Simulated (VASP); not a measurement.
# Co (P2_13) in VASP: further runs

Co is run at these levels: PBE; tasks: single point, relaxation of cell and atoms.

Program: VASP 6.6.1. These are calculated values, not measurements. Logs are shortened: lines on timing, memory, paths and dates and some standing lists are left out, and cuts for length are marked.

### 1 The cell of the first run

Symmetry: P2_13, No. 198, cubic system. Conventional cell: a = 3.694 Å, b = 3.694 Å, c = 3.694 Å, α = 90.00°, β = 90.00°, γ = 90.00°. Within 3.3 Å of Co (site symmetry 3) lie 12 Co at 2.47 to 2.78 Å.

### 2 Single point, PBE, collinear spin, ferromagnetic start

Input file INCAR:

```
SYSTEM = Co
PREC = Accurate ; ENCUT = 520
EDIFF = 1E-6 ; ISMEAR = 0
SIGMA = 0.1 ; LREAL = .FALSE.
LASPH = .TRUE. ; NELM = 150
ALGO = Normal ; ISIF = 2
LWAVE = .FALSE. ; LCHARG = .FALSE.
ISPIN = 2 ; MAGMOM = 3 3 3 3
LORBIT = 11 ; LMAXMIX = 4
GGA = PE ; NBANDS = 30
```

Input file KPOINTS:

```
regular mesh
0
G
  6 6 6
  0 0 0
```

Input file POSCAR:

```
Co
1.0
    3.6935103400      0.0000000000      0.0000000000
    0.0000000000      3.6935103400      0.0000000000
    0.0000000000      0.0000000000      3.6935103400
Co
4
Direct
    0.0300000000      0.0300000000      0.0300000000
    0.4700000000      0.9700000000      0.5300000000
    0.5300000000      0.4700000000      0.9700000000
    0.9700000000      0.5300000000      0.4700000000
```

Potentials or basis: VASP PAW PBE potentials, release 64 (Co).

Launch:

```console
$ cat potpaw_PBE.64/Co/POTCAR > POTCAR
$ mpirun -np 1 vasp_std > vasp.out
```

OUTCAR:

```text
SYSTEM = Co
   PREC = Accurate
   ENCUT = 520
   EDIFF = 1E-6
   ISMEAR = 0
   LREAL = .FALSE.
   LASPH = .TRUE.
   NELM = 150
   ISIF = 2
   ISPIN = 2
   LORBIT = 11
   GGA = PE

 ion  position               nearest neighbor table
   1  0.030  0.030  0.030-   2 2.47   3 2.47   4 2.47   2 2.47   4 2.47   3 2.47   4 2.78   4 2.78
                             2 2.78   3 2.78   2 2.78   3 2.78
   2  0.470  0.970  0.530-   1 2.47   3 2.47   4 2.47   1 2.47   3 2.47   4 2.47   1 2.78   3 2.78
                             1 2.78   3 2.78   4 2.78   4 2.78
   3  0.530  0.470  0.970-   1 2.47   2 2.47   4 2.47   4 2.47   2 2.47   1 2.47   2 2.78   1 2.78
                             1 2.78   2 2.78   4 2.78   4 2.78
   4  0.970  0.530  0.470-   1 2.47   2 2.47   3 2.47   3 2.47   1 2.47   2 2.47   3 2.78   1 2.78
                             3 2.78   2 2.78   1 2.78   2 2.78

  LATTYP: Found a simple cubic cell.
 ALAT       =     3.6935103400

  Lattice vectors:

 A1 = (   3.6935103400,   0.0000000000,   0.0000000000)
 A2 = (   0.0000000000,   3.6935103400,   0.0000000000)
 A3 = (   0.0000000000,   0.0000000000,   3.6935103400)

Analysis of symmetry for initial positions (statically):
=====================================================================
 Subroutine PRICEL returns:
 Original cell was already a primitive cell.

 Routine SETGRP: Setting up the symmetry group for a
 simple cubic supercell.

 Subroutine GETGRP returns: Found 12 space group operations
 (whereof  3 operations were pure point group operations)
 out of a pool of 48 trial point group operations.

The static configuration has the point symmetry C_3 .
 The point group associated with its full space group is T   .

Analysis of symmetry for dynamics (positions and initial velocities):
=====================================================================
 Subroutine PRICEL returns:
 Original cell was already a primitive cell.

 Routine SETGRP: Setting up the symmetry group for a
 simple cubic supercell.

 Subroutine GETGRP returns: Found 12 space group operations
 (whereof  3 operations were pure point group operations)
 out of a pool of 48 trial point group operations.

The dynamic configuration has the point symmetry C_3 .
 The point group associated with its full space group is T   .

Analysis of structural, dynamic, and magnetic symmetry:
=====================================================================
 Subroutine PRICEL returns:
 Original cell was already a primitive cell.

 Routine SETGRP: Setting up the symmetry group for a
 simple cubic supercell.

 Subroutine GETGRP returns: Found 12 space group operations
 (whereof  3 operations were pure point group operations)
 out of a pool of 48 trial point group operations.

[... 135 lines left out ...]
 spin polarized calculation
 Gauss-broadening in eV      SIGMA  =   0.10
  energy-cutoff  :      520.00
  volume of cell :       50.39
 maximum number of plane-waves:      1376
   NGX = 13   NGY = 13   NGZ = 13

 number of electron      36.0000000 magnetization      12.0000000

 number of electron      36.0000020 magnetization       6.9288718

 Free energy of the ion-electron system (eV)
  ---------------------------------------------------
  ext. energy  EPLUGINS =         0.00000000
  ---------------------------------------------------
  free energy    TOTEN  =       -27.31613976 eV

  energy without entropy =      -27.29331580  energy(sigma->0) =      -27.30472778

 E-fermi :   8.4196     XC(G=0): -12.5265

 val. band max:        8.3972185954   @ k =   0.3333   0.3333   0.1667
 cond. band min:       8.4322111037   @ k =   0.1667   0.0000   0.0000
 fundamental gap:      0.0349925083
 Fermi energy:         8.4195977209

 spin component 1

 k-point     1 :       0.0000    0.0000    0.0000
  band No.  band energies     occupation
      1       0.2480      1.00000
      2       3.8062      1.00000
      3       3.8062      1.00000
      4       3.8062      1.00000
      5       4.3503      1.00000
      6       4.3503      1.00000
[... 781 lines left out ...]
     29      29.1898      0.00000
     30      29.1898      0.00000
 Fermi energy:         8.4195977209

 spin component 2

 k-point     1 :       0.0000    0.0000    0.0000
  band No.  band energies     occupation
      1       0.2478      1.00000
      2       5.1015      1.00000
      3       5.1015      1.00000
      4       5.1015      1.00000
      5       5.7228      1.00000
      6       5.7228      1.00000
[... 781 lines left out ...]
     29      28.8767      0.00000
     30      28.8767      0.00000

------------------------ aborting loop because EDIFF is reached ----------------------------------------

  FORCE on cell =-STRESS in cart. coord.  units (eV):
  Direction    XX          YY          ZZ          XY          YZ          ZX
  --------------------------------------------------------------------------------------
  -------------------------------------------------------------------------------------
  Total       -5.5065619     -5.5065619     -5.5065619      0.0000000      0.0000000      0.0000000
  in kB     -175.0947590   -175.0947590   -175.0947590      0.0000000      0.0000000      0.0000000
  external PRESSURE =    -175.0947590 kB  Pullay stress =       0.0000000 kB

 VOLUME and BASIS-vectors are now :
 -----------------------------------------------------------------------------
  energy-cutoff  :      520.00
  volume of cell :       50.39
      direct lattice vectors                 reciprocal lattice vectors
     3.693510340  0.000000000  0.000000000     0.270745147  0.000000000  0.000000000
     0.000000000  3.693510340  0.000000000     0.000000000  0.270745147  0.000000000
     0.000000000  0.000000000  3.693510340     0.000000000  0.000000000  0.270745147

 POSITION                                       TOTAL-FORCE (eV/Angst)
 -----------------------------------------------------------------------------------
      0.11081      0.11081      0.11081        -0.377070     -0.377070     -0.377070
      1.73595      3.58271      1.95756         0.377070      0.377070     -0.377070
      1.95756      1.73595      3.58271        -0.377070      0.377070      0.377070
      3.58271      1.95756      1.73595         0.377070     -0.377070      0.377070
 -----------------------------------------------------------------------------------
    total drift:                                0.000000      0.000000      0.000000

  FREE ENERGIE OF THE ION-ELECTRON SYSTEM (eV)
  ---------------------------------------------------
  free  energy   TOTEN  =       -27.3161397553 eV

  energy  without entropy=      -27.2933157973  energy(sigma->0) =      -27.30472778

 total charge

# of ion       s       p       d       tot
------------------------------------------
    1        0.448   0.416   7.198   8.062
    2        0.448   0.416   7.198   8.062
    3        0.448   0.416   7.198   8.062
    4        0.448   0.416   7.198   8.062
--------------------------------------------------
tot          1.792   1.663  28.792  32.247

 magnetization (x)

# of ion       s       p       d       tot
------------------------------------------
    1       -0.012  -0.046   1.826   1.768
    2       -0.012  -0.046   1.826   1.768
    3       -0.012  -0.046   1.826   1.768
    4       -0.012  -0.046   1.826   1.768
--------------------------------------------------
tot         -0.048  -0.184   7.305   7.073
```

OSZICAR:

```text
N       E                     dE             d eps       ncg     rms          rms(c)
DAV:   1     0.237843941709E+03    0.23784E+03   -0.15306E+04  2880   0.156E+03
DAV:   2    -0.163121686726E+02   -0.25416E+03   -0.23745E+03  2886   0.305E+02
DAV:   3    -0.303729839391E+02   -0.14061E+02   -0.13371E+02  3186   0.983E+01
DAV:   4    -0.305926771755E+02   -0.21969E+00   -0.21948E+00  3444   0.118E+01
DAV:   5    -0.306020751597E+02   -0.93980E-02   -0.93973E-02  4016   0.185E+00    0.198E+01
DAV:   6    -0.284598239348E+02    0.21423E+01   -0.29090E+01  3198   0.769E+01    0.115E+01
DAV:   7    -0.273606655850E+02    0.10992E+01   -0.46867E+00  3216   0.310E+01    0.512E+00
DAV:   8    -0.273407303765E+02    0.19935E-01   -0.60459E-02  3652   0.192E+00    0.199E+00
DAV:   9    -0.273183807351E+02    0.22350E-01   -0.11264E-02  4222   0.113E+00    0.611E-01
DAV:  10    -0.273162205506E+02    0.21602E-02   -0.15737E-03  3664   0.392E-01    0.120E-01
DAV:  11    -0.273161362381E+02    0.84313E-04   -0.27043E-04  3878   0.189E-01    0.639E-02
DAV:  12    -0.273161372350E+02   -0.99696E-06   -0.26619E-05  3332   0.490E-02    0.358E-02
DAV:  13    -0.273161387813E+02   -0.15462E-05   -0.32360E-06  2670   0.184E-02    0.891E-03
DAV:  14    -0.273161399186E+02   -0.11373E-05   -0.19371E-06  2414   0.141E-02    0.372E-03
DAV:  15    -0.273161397553E+02    0.16328E-06   -0.24317E-07  1752   0.477E-03
   1 F= -.27316140E+02 E0= -.27304728E+02  d E =-.228240E-01  mag=     6.9290
```

It took 90 s on 1 thread of AMD EPYC 7R43 (Zen 3), shared host; peak memory 0.16 GiB.

Results:

| Quantity | Value |
| --- | --- |
| Free energy | -27.3161 eV |
| Pressure | -17.5 GPa |
| Largest force | 0.653 eV/Å |
| Net moment | 6.93 μB per cell |
| Site moments | Co +1.77 μB |
| Valence electrons inside the program's atomic spheres | Co 8.06 |

Forces in eV/Å, atoms in the order of the input:
```
Co  -0.377 -0.377 -0.377
Co   0.377  0.377 -0.377
Co  -0.377  0.377  0.377
Co   0.377 -0.377  0.377
```

### 3 Relaxation of cell and atoms, PBE, collinear spin, ferromagnetic start

Input file INCAR:

```
PREC     = Accurate       # precision mode
ENCUT    = 600            # plane-wave cutoff, eV
EDIFF    = 1E-6           # SCF threshold, eV
ISMEAR   = 0              # smearing method
SIGMA    = 0.1            # smearing width, eV
LREAL    = False          # projectors in reciprocal space
LASPH    = True           # aspherical terms in the spheres
NELM     = 150            # most SCF steps
ALGO     = Normal         # electronic algorithm
ISIF     = 3              # what is computed and relaxed
LWAVE    = False          # write WAVECAR
LCHARG   = False          # write CHGCAR
ISPIN    = 2              # spin polarisation
MAGMOM   = 2.02 2.02 2.02 2.02 # initial moments
LORBIT   = 11             # projections on sites
LMAXMIX  = 4              # l up to which the mixer works
GGA      = PE             # functional
IBRION   = 2              # ionic algorithm
NSW      = 90             # ionic steps
EDIFFG   = -0.04          # ionic threshold
```

Input file KPOINTS:

```
Automatic mesh
0
Gamma
  6 6 6
```

POSCAR is that of step 2.

Potentials or basis: VASP PAW PBE potentials, release 64 (Co).

Launch:

```console
$ cat potpaw_PBE.64/Co/POTCAR > POTCAR
$ mpirun -np 1 vasp_std > vasp.out
```

OUTCAR:

```text
PREC = Accurate
   ENCUT = 600
   EDIFF = 1E-6
   ISMEAR = 0
   LREAL = False
   LASPH = True
   NELM = 150
   ISIF = 3
   ISPIN = 2
   LORBIT = 11
   GGA = PE
   IBRION = 2
   NSW = 90
   EDIFFG = -0.04

 ion  position               nearest neighbor table
   1  0.030  0.030  0.030-   2 2.47   3 2.47   4 2.47   2 2.47   4 2.47   3 2.47   4 2.78   4 2.78
                             2 2.78   3 2.78   2 2.78   3 2.78
   2  0.470  0.970  0.530-   1 2.47   3 2.47   4 2.47   1 2.47   3 2.47   4 2.47   1 2.78   3 2.78
                             1 2.78   3 2.78   4 2.78   4 2.78
   3  0.530  0.470  0.970-   1 2.47   2 2.47   4 2.47   4 2.47   2 2.47   1 2.47   2 2.78   1 2.78
                             1 2.78   2 2.78   4 2.78   4 2.78
   4  0.970  0.530  0.470-   1 2.47   2 2.47   3 2.47   3 2.47   1 2.47   2 2.47   3 2.78   1 2.78
                             3 2.78   2 2.78   1 2.78   2 2.78

  LATTYP: Found a simple cubic cell.
 ALAT       =     3.6935103400

  Lattice vectors:

 A1 = (   3.6935103400,   0.0000000000,   0.0000000000)
 A2 = (   0.0000000000,   3.6935103400,   0.0000000000)
 A3 = (   0.0000000000,   0.0000000000,   3.6935103400)

Analysis of symmetry for initial positions (statically):
=====================================================================
 Subroutine PRICEL returns:
 Original cell was already a primitive cell.

 Routine SETGRP: Setting up the symmetry group for a
[... 1704 lines left out ...]
     26      16.4196      0.00000

[... ionic steps 4 to 7 ...]

--------------------------------------- Ionic step        8  -------------------------------------------

 number of electron      35.9999989 magnetization       6.8315908

------------------------ aborting loop because EDIFF is reached ----------------------------------------
[... 71 lines left out ...]
--------------------------------------- Ionic step       10  -------------------------------------------

 number of electron      35.9999981 magnetization       6.8277063

 Free energy of the ion-electron system (eV)
  ---------------------------------------------------
  ext. energy  EPLUGINS =         0.00000000
  ---------------------------------------------------
  free energy    TOTEN  =       -28.08290421 eV

  energy without entropy =      -28.06209067  energy(sigma->0) =      -28.07249744

 E-fermi :  10.2257     XC(G=0): -13.3618

 val. band max:       10.1916444130   @ k =  -0.3333   0.5000   0.0000
 cond. band min:      10.2512743442   @ k =   0.5000   0.3333   0.0000
 fundamental gap:      0.0596299312
 Fermi energy:        10.2256691319

 spin component 1

 k-point     1 :       0.0000    0.0000    0.0000
  band No.  band energies     occupation
      1       1.2666      1.00000
      2       4.9468      1.00000
      3       4.9468      1.00000
      4       4.9468      1.00000
      5       5.5960      1.00000
      6       5.5960      1.00000
[... 1415 lines left out ...]
  FREE ENERGIE OF THE ION-ELECTRON SYSTEM (eV)
  ---------------------------------------------------
  free  energy   TOTEN  =       -28.0829042062 eV

  energy  without entropy=      -28.0620906699  energy(sigma->0) =      -28.07249744

 reached required accuracy - stopping structural energy minimisation

 total charge

# of ion       s       p       d       tot
------------------------------------------
    1        0.489   0.521   7.245   8.256
    2        0.489   0.521   7.245   8.256
    3        0.489   0.521   7.245   8.256
    4        0.489   0.521   7.245   8.256
--------------------------------------------------
tot          1.957   2.085  28.979  33.022

 magnetization (x)

# of ion       s       p       d       tot
------------------------------------------
    1       -0.010  -0.046   1.780   1.723
    2       -0.010  -0.046   1.780   1.723
    3       -0.010  -0.046   1.780   1.723
    4       -0.010  -0.046   1.780   1.723
--------------------------------------------------
tot         -0.042  -0.185   7.120   6.894
```

CONTCAR:

```text
Co
   1.00000000000000
     3.5229667796061648    0.0000000000000000    0.0000000000000000
     0.0000000000000000    3.5229667796061648    0.0000000000000000
     0.0000000000000000    0.0000000000000000    3.5229667796061648
  Co
     4
Direct
     0.9999567442176226    0.9999567442176226    0.9999567442176226
     0.5000432557823773    0.0000432557823775    0.4999567442176225
     0.4999567442176225    0.5000432557823773    0.0000432557823775
     0.0000432557823775    0.4999567442176225    0.5000432557823773

  0.00000000E+00  0.00000000E+00  0.00000000E+00
  0.00000000E+00  0.00000000E+00  0.00000000E+00
  0.00000000E+00  0.00000000E+00  0.00000000E+00
  0.00000000E+00  0.00000000E+00  0.00000000E+00
```

It took 12 min on 1 thread of AMD EPYC 7R43 (Zen 3), shared host; peak memory 0.19 GiB.

What came out:

- Free energy: -28.0829 eV
- Relaxed volume: 10.93 Å³/atom
- Relaxed cell: a = 3.523 Å, b = 3.523 Å, c = 3.523 Å, α = 90.00°, β = 90.00°, γ = 90.00°
- Space group after relaxing (to 0.05 Å): Fm-3m (No. 225)
- Energy gained by relaxing: 192.0 meV/atom
- Ionic steps: 10
- Pressure after relaxing: 0.0 GPa
- Net moment: 6.83 μB per cell
- Site moments: Co +1.72 μB
- Valence electrons inside the program's atomic spheres: Co 8.26

Step by step:
```csv
step,energy change (eV),largest force (eV/Å),pressure (GPa),volume (Å³)
1,0.0000,0.6530,-17.59,50.39
2,-0.2417,1.3194,20.57,40.96
3,-0.4101,1.0541,2.15,44.26
4,-0.5921,0.7690,2.51,43.68
5,-0.6909,0.3395,9.54,41.97
6,-0.7428,0.1694,5.56,42.66
7,-0.7221,0.0348,-7.84,45.52
8,-0.7646,0.1057,-0.39,43.83
9,-0.7669,0.0617,-0.22,43.78
10,-0.7680,0.0013,0.05,43.72
```

Final structure:
```cif
data_structure
_symmetry_space_group_name_H-M 'P 1'
_symmetry_Int_Tables_number 1
_cell_length_a 3.5230
_cell_length_b 3.5230
_cell_length_c 3.5230
_cell_angle_alpha 90.000
_cell_angle_beta 90.000
_cell_angle_gamma 90.000
_cell_volume 43.72
loop_
_atom_site_label
_atom_site_type_symbol
_atom_site_fract_x
_atom_site_fract_y
_atom_site_fract_z
_atom_site_occupancy
Co1 Co 0.99996 0.99996 0.99996 1
Co2 Co 0.50004 0.00004 0.49996 1
Co3 Co 0.49996 0.50004 0.00004 1
Co4 Co 0.00004 0.49996 0.50004 1
```
